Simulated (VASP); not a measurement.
Input of a VASP 6.6.1 run:

POSCAR

```
ZnS
1.0
    0.0000000000      2.7020000000      2.7020000000
    2.7020000000      0.0000000000      2.7020000000
    2.7020000000      2.7020000000      0.0000000000
Zn S
1 1
Direct
    0.2500000000      0.2500000000      0.2500000000
    0.0000000000      0.0000000000      0.0000000000
```

Contents of INCAR.step1:

```
PREC = Accurate
ENCUT = 400
EDIFF = 1E-5
ISMEAR = 0
SIGMA = 0.01
LREAL = False
LASPH = True
NELM = 120
ALGO = Normal
ISIF = 2
LWAVE = True
NBANDS = 16
GGA = PE
GGA_COMPAT = False
```

INCAR.step2

```
PREC = Accurate
ENCUT = 400
EDIFF = 1E-6
ISMEAR = 0
SIGMA = 0.01
LREAL = False
LASPH = True
NELM = 120
ALGO = Normal
ISIF = 2
LWAVE = False
LCHARG = True
GGA = PE
LHFCALC = True
HFSCREEN = 0.2079
PRECFOCK = Normal
LELF = True
LVHAR = True
NBANDS = 16
ISTART = 1
GGA_COMPAT = False
```

The input KPOINTS:

```
Automatic mesh
0
Gamma
  6 6 6
```

Potentials or basis: VASP PAW PBE potentials, release 64 (Zn, S).

Launch:

```sh
$ cat potpaw_PBE.64/Zn/POTCAR potpaw_PBE.64/S/POTCAR > POTCAR
$ cp INCAR.step1 INCAR
$ mpirun -np 1 vasp_std > vasp.out
$ cp INCAR.step2 INCAR
$ mpirun -np 1 vasp_std > vasp.out
```

(1) Estimate the band gap on the k mesh.

(2) Estimate the pressure.

Answers

(1) 3.32 eV.

(2) 0.6 GPa.

Caveat: the PAW data sets were made with another functional, which shifts forces and pressure a little.

**Experimental background.**

“Electronic, vibrational, and thermodynamic properties of ZnS (zincblende and rocksalt structure)”, 2009, arxiv:0911.5022 quotes, for a bulk crystal of ZnS at 19 K: band gap 3.85 eV (direct).

Against the measured gap of ZnS, 3.85 eV (direct; 19 K; quoted in “Electronic, vibrational, and thermodynamic properties of ZnS (zincblende and rocksalt structure)”, 2009, arxiv:0911.5022), the calculated 3.32 eV is off by -0.53 eV. The value is that of HSE06, without temperature or zero-point motion.
